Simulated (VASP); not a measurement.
# LiH17O9 in VASP: a series of runs

The runs below take LiH17O9 through single point, with r2SCAN+D3(BJ).

Program: VASP 6.6.1. These are calculated values, not measurements. Logs are shortened: lines on timing, memory, paths and dates and some standing lists are left out, and cuts for length are marked.

**1. The cell of the first run**

The cell holds a disordered packing, 27 atoms: a = 6.573 Å, b = 6.573 Å, c = 6.573 Å, α = 90.00°, β = 90.00°, γ = 90.00°.

**2. Single point, r2SCAN+D3(BJ)**

Contents of POSCAR:

```
LiH17O9
1.0
    6.5731380000      0.0000000000      0.0000000000
    0.0000000000      6.5731380000      0.0000000000
    0.0000000000      0.0000000000      6.5731380000
O H Li
9 17 1
Direct
    0.7938369771      0.4386185107      0.9836245641
    0.1753956786      0.3702797659      0.5174849516
    0.4046012726      0.7621169676      0.8702236283
    0.6913745003      0.6993615530      0.4498764517
    0.8940935060      0.1674999064      0.3184475969
    0.0109080321      0.7866562363      0.6955125543
    0.5989985301      0.1846758732      0.6314487844
    0.4092261565      0.3999155350      0.1173412151
   -0.0941103017      0.7975794818      0.1263323545
    0.8406030727      0.5886686085      1.0287323954
    0.8866084966      0.3410395461      1.0636928663
    0.2689430832      0.2799880362      0.5847739694
    0.2445103085      0.4208187931      0.4095760655
    0.2652005785      0.7357673002      0.8569575141
    0.4558553312      0.6529453664      0.9478121409
    0.6559271995      0.5646465965      0.4111430492
    0.7796580568      0.7527607058      0.3345129830
    1.0008918115      0.2026733654      0.4069897817
    0.9147077089      0.0269277779      0.2559660241
   -0.0415478878      0.6616322371      0.6413375164
   -0.0330892186      0.7830962928      0.8451366760
    0.6724033483      0.1912024363      0.4931130306
    0.6754916754      0.2587805094      0.7263501846
    0.5682217534      0.3801532845      0.0980657945
    0.3452080270      0.2852823111      0.0519995168
    0.0332869932      0.7565488508      0.1832153836
    0.6068182351      0.8828659919      0.6712623408
```

Contents of INCAR.step1:

```
SYSTEM = LiH17O9
ALGO = Normal ; EDIFF = 1E-5
ENCUT = 720 ; GGA = PE
GGA_COMPAT = .False. ; ISMEAR = -1
LASPH = .True. ; LCHARG = .False.
LREAL = .False. ; LWAVE = .True.
NBANDS = 56 ; NELM = 120
PREC = Accurate ; SIGMA = 0.05
```

Contents of INCAR.step2:

```
SYSTEM = LiH17O9
ALGO = Normal ; EDIFF = 1E-6
ENCUT = 720 ; GGA_COMPAT = .False.
ISIF = 2 ; ISMEAR = -1
ISTART = 1 ; IVDW = 12
LASPH = .True. ; LCHARG = .False.
LMIXTAU = .True. ; LREAL = .False.
LWAVE = .False. ; METAGGA = R2SCAN
NBANDS = 56 ; NELM = 120
PREC = Accurate ; SIGMA = 0.05
VDW_A1 = 0.49484001 ; VDW_A2 = 5.73083694
VDW_S6 = 1.0 ; VDW_S8 = 0.78981345
```

Contents of KPOINTS:

```
k-points
0
Gamma
  1 1 1
  0 0 0
```

Potentials or basis: VASP PAW PBE potentials, release 64 (O, H, Li_sv).

Launch:

```
> cat potpaw_PBE.64/O/POTCAR potpaw_PBE.64/H/POTCAR potpaw_PBE.64/Li_sv/POTCAR > POTCAR
> cp INCAR.step1 INCAR
> mpirun -np 1 vasp_gam > vasp.out
> cp INCAR.step2 INCAR
> mpirun -np 1 vasp_gam > vasp.out
```

OUTCAR:

```text
SYSTEM = LiH17O9
   EDIFF = 1E-6
   ENCUT = 720
   ISIF = 2
   ISMEAR = -1
   ISTART = 1
   IVDW = 12
   LASPH = .True.
   LREAL = .False.
   METAGGA = R2SCAN
   NELM = 120
   PREC = Accurate
 IVDW          = 12

 ion  position               nearest neighbor table
   1  0.794  0.439  0.984-  11 1.03  10 1.07
   2  0.175  0.370  0.517-  13 0.91  12 0.96
   3  0.405  0.762  0.870-  14 0.94  15 0.94  27 2.03
   4  0.691  0.699  0.450-  16 0.95  17 1.02  27 1.97
   5  0.894  0.167  0.318-  18 0.94  19 1.02
   6  0.011  0.787  0.696-  20 0.96  21 1.03
   7  0.599  0.185  0.631-  23 0.94  22 1.03  27 2.00
   8  0.409  0.400  0.117-  25 0.96  24 1.06
   9  0.906  0.798  0.126-  26 0.96
  10  0.841  0.589  0.029-   1 1.07
  11  0.887  0.341  0.064-   1 1.03
  12  0.269  0.280  0.585-   2 0.96
  13  0.245  0.421  0.410-   2 0.91
  14  0.265  0.736  0.857-   3 0.94
[... 10 lines left out ...]
  25  0.345  0.285  0.052-   8 0.96
  26  0.033  0.757  0.183-   9 0.96
  27  0.607  0.883  0.671-   4 1.97   7 2.00   3 2.03

  LATTYP: Found a simple cubic cell.
 ALAT       =     6.5731380000

  Lattice vectors:

 A1 = (   6.5731380000,   0.0000000000,   0.0000000000)
 A2 = (   0.0000000000,   6.5731380000,   0.0000000000)
 A3 = (   0.0000000000,   0.0000000000,   6.5731380000)

Analysis of symmetry for initial positions (statically):
=====================================================================
 Subroutine PRICEL returns:
 Original cell was already a primitive cell.

 Routine SETGRP: Setting up the symmetry group for a
 simple cubic supercell.

 Subroutine GETGRP returns: Found  1 space group operations
 (whereof  1 operations were pure point group operations)
 out of a pool of 48 trial point group operations.

The static configuration has the point symmetry C_1 .

Analysis of symmetry for dynamics (positions and initial velocities):
=====================================================================
 Subroutine PRICEL returns:
 Original cell was already a primitive cell.

 Routine SETGRP: Setting up the symmetry group for a
 simple cubic supercell.

 Subroutine GETGRP returns: Found  1 space group operations
 (whereof  1 operations were pure point group operations)
 out of a pool of 48 trial point group operations.

The dynamic configuration has the point symmetry C_1 .

 Subroutine INISYM returns: Found  1 space group operations
 (whereof  1 operations are pure point group operations),
 and found     1 'primitive' translations

[... 126 lines left out ...]
   ISIF   =      2    stress and relaxation
   ISYM   =      2    0-nonsym 1-usesym 2-fastsym
   POTIM  = 0.5000    time-step for ionic-motion
   TEBEG  =    0.0;   TEEND  =   0.0 temperature during run
   PSTRESS=    0.0 pullay stress
   NELECT =      74.0000    total number of electrons
   NUPDOWN=      -1.0000    fix difference up-down
   EMIN   =  10.00;   EMAX   =-10.00  energy-range for DOS
   EFERMI =   0.00;   METHOD = LEGACY
   ISMEAR =    -1;   SIGMA  =   0.05  broadening in eV -4-tet -1-fermi 0-gaus
   EFERMI_NEDOS =   21; number of points for ismear=-14 and -15
   IALGO  =     38    algorithm
   IMIX   =      4    mixing-type and parameters
     AMIX     =   0.40;   BMIX     =  1.00
     AMIX_MAG =   1.60;   BMIX_MAG =  1.00
  volume/ion in A,a.u.               =      10.52        70.98
  Fermi-wavevector in a.u.,A,eV,Ry     =   1.045633  1.975960 14.875910  1.093349
  Thomas-Fermi vector in A             =   2.180437
   LORBIT       =      0    0 simple, 1 ext, 2 COOP (PROOUT), +10 PAW based schemes
   METAGGA = R2SCAN    functional components
   LHFCALC =     F    Hartree Fock is set to
   AEXX    =    0.0000 exact exchange contribution
   IVDW    =    12    specifies the selected vdW correction
   LEPSILON=     F    determine dielectric tensor
   LRPA    =     F    only Hartree local field effects (RPA)
 non-spin polarized calculation
  energy-cutoff  :      720.00
  volume of cell :      284.00
 maximum number of plane-waves:      6267
 NGX is ok and might be reduce to    60
   NGX = 29   NGY = 29   NGZ = 29

 number of electron      74.0000002 magnetization

 Free energy of the ion-electron system (eV)
  ---------------------------------------------------
  ext. energy  EPLUGINS =         0.00000000
  ---------------------------------------------------
  free energy    TOTEN  =      -142.03631649 eV

  energy without entropy =     -142.03631649  energy(sigma->0) =     -142.03631649

 E-fermi :  -2.2206     XC(G=0):  -6.9658

 val. band max:       -3.5311899383   @ k =   0.0000   0.0000   0.0000
 cond. band min:       1.1090535614   @ k =   0.0000   0.0000   0.0000
 fundamental gap:      4.6402434997
 Fermi energy:        -2.2205769800

 k-point     1 :       0.0000    0.0000    0.0000
  band No.  band energies     occupation
      1     -48.0500      2.00000
      2     -24.2606      2.00000
      3     -23.9510      2.00000
      4     -23.9202      2.00000
      5     -23.4967      2.00000
      6     -23.1885      2.00000
[... 41 lines left out ...]
     48       6.9662      0.00000
     49       7.2691      0.00000
 [bands above 49 left out]

------------------------ aborting loop because EDIFF is reached ----------------------------------------

 Edisp (eV)   -0.49187

 E8    (eV) :    -0.0784

  FORCE on cell =-STRESS in cart. coord.  units (eV):
  Direction    XX          YY          ZZ          XY          YZ          ZX
  --------------------------------------------------------------------------------------
  -------------------------------------------------------------------------------------
  Total      -0.01533    -3.34347    -2.77403     2.49051    -1.13177     3.46545
  in kB      -0.08651   -18.86208   -15.64961    14.05013    -6.38485    19.55022
  external pressure =      -11.53 kB  Pullay stress =        0.00 kB

 VOLUME and BASIS-vectors are now :
 -----------------------------------------------------------------------------
  energy-cutoff  :      720.00
  volume of cell :      284.00
      direct lattice vectors                 reciprocal lattice vectors
     6.573138000  0.000000000  0.000000000     0.152134338  0.000000000  0.000000000
     0.000000000  6.573138000  0.000000000     0.000000000  0.152134338  0.000000000
     0.000000000  0.000000000  6.573138000     0.000000000  0.000000000  0.152134338

 POSITION                                       TOTAL-FORCE (eV/Angst)
 -----------------------------------------------------------------------------------
      5.21800      2.88310      6.46550         1.483214     -0.225832      1.204245
      1.15290      2.43390      3.40150        -2.087864     -1.405359      3.139866
      2.65950      5.00950      5.72010         1.807842      1.518664     -0.593837
      4.54450      4.59700      2.95710         0.188971      0.879785      0.116728
      5.87700      1.10100      2.09320        -1.889267     -1.433798     -1.814331
      0.07170      5.17080      4.57170        -0.374832      0.432487      2.358405
[... 19 lines left out ...]
      0.21880      4.97290      1.20430         0.690310     -0.210222      0.061623
      3.98870      5.80320      4.41230        -0.136896     -0.280583     -0.034076
 -----------------------------------------------------------------------------------
    total drift:                                0.006743      0.019133     -0.024290

  FREE ENERGIE OF THE ION-ELECTRON SYSTEM (eV)
  ---------------------------------------------------
  free  energy   TOTEN  =      -142.5281849197 eV

  energy  without entropy=     -142.5281849197  energy(sigma->0) =     -142.52818492
```

OUTCAR.step1:

```text
SYSTEM = LiH17O9
   EDIFF = 1E-5
   ENCUT = 720
   GGA = PE
   ISMEAR = -1
   LASPH = .True.
   LREAL = .False.
   NELM = 120
[... 326 lines left out ...]
      0.07170      5.17080      4.57170        -0.088720      0.795605      2.121174
[... 19 lines left out ...]
      0.21880      4.97290      1.20430         0.989543     -0.299731      0.186255
      3.98870      5.80320      4.41230        -0.154781     -0.283042     -0.011240
 -----------------------------------------------------------------------------------
    total drift:                               -0.004345      0.003167     -0.001323

  FREE ENERGIE OF THE ION-ELECTRON SYSTEM (eV)
  ---------------------------------------------------
  free  energy   TOTEN  =      -130.9726474633 eV

  energy  without entropy=     -130.9726474633  energy(sigma->0) =     -130.97264746
```

OSZICAR.step1:

```text
N       E                     dE             d eps       ncg     rms          rms(c)
DAV:   1     0.747572636809E+03    0.74757E+03   -0.46583E+04   112   0.159E+03
DAV:   2    -0.660375146394E+02   -0.81361E+03   -0.78396E+03   152   0.344E+02
DAV:   3    -0.142256380056E+03   -0.76219E+02   -0.75733E+02   136   0.113E+02
DAV:   4    -0.145615518394E+03   -0.33591E+01   -0.33497E+01   192   0.172E+01
DAV:   5    -0.145706993337E+03   -0.91475E-01   -0.91432E-01   160   0.234E+00    0.228E+01
DAV:   6    -0.131442210240E+03    0.14265E+02   -0.46115E+01   136   0.276E+01    0.841E+00
DAV:   7    -0.131178755458E+03    0.26345E+00   -0.20983E+00   128   0.521E+00    0.540E+00
DAV:   8    -0.130979796231E+03    0.19896E+00   -0.57015E-01   144   0.391E+00    0.954E-01
DAV:   9    -0.130966231029E+03    0.13565E-01   -0.87521E-02   152   0.132E+00    0.360E-01
DAV:  10    -0.130972208349E+03   -0.59773E-02   -0.14078E-02   128   0.548E-01    0.168E-01
DAV:  11    -0.130972677051E+03   -0.46870E-03   -0.13698E-03   136   0.290E-01    0.722E-02
DAV:  12    -0.130972664156E+03    0.12895E-04   -0.11526E-03   128   0.215E-01    0.383E-02
DAV:  13    -0.130972656059E+03    0.80972E-05   -0.19439E-04   160   0.760E-02    0.229E-02
DAV:  14    -0.130972647463E+03    0.85957E-05   -0.77802E-05   128   0.441E-02
   1 F= -.13097265E+03 E0= -.13097265E+03  d E =-.324200E-10
```

Wall time 3 min (1 thread of Intel Xeon Platinum 8259CL at 2.50GHz (Skylake/Cascade Lake), shared host); peak memory 0.52 GiB.

What came out:

- Free energy: -142.5282 eV
- Pressure: -1.2 GPa
- Largest force: 4.098 eV/Å
- Dispersion energy per atom: -0.018 eV

Forces in eV/Å, atoms in the order of the input:
```
O    1.483 -0.226  1.204
O   -2.088 -1.405  3.140
O    1.808  1.519 -0.594
O    0.189  0.880  0.117
O   -1.889 -1.434 -1.814
O   -0.375  0.432  2.358
O   -0.541 -1.356 -2.733
O    2.083 -0.223  0.249
O   -0.438  0.037 -0.176
H   -0.393 -1.293  0.068
H   -1.417  1.410 -0.835
H    0.376  0.019  0.158
H    2.124  1.401 -3.212
H   -1.759 -0.115 -0.736
H    0.391 -1.210  0.922
H   -0.346 -0.578 -0.200
H   -0.341 -0.323 -0.160
H    1.519  0.533  1.037
H   -0.259  0.864  0.265
H   -0.051 -0.315 -0.239
H    0.468  0.307 -1.406
H   -0.231 -0.012  1.622
H    1.113  1.200  1.143
H   -2.103  0.469 -0.208
H    0.123 -0.090  0.002
H    0.690 -0.210  0.062
Li  -0.137 -0.281 -0.034
```

Stress tensor (GPa, compression positive):
```
-0.01  1.41  1.96
 1.41 -1.89 -0.64
 1.96 -0.64 -1.56
```

Caveat: the k points lie up to 0.96 Å⁻¹ apart; the atoms stand as in a frame of molecular dynamics; the PAW data sets were made with another functional, which shifts forces and pressure a little.

(Continued in part 2 of 2.)
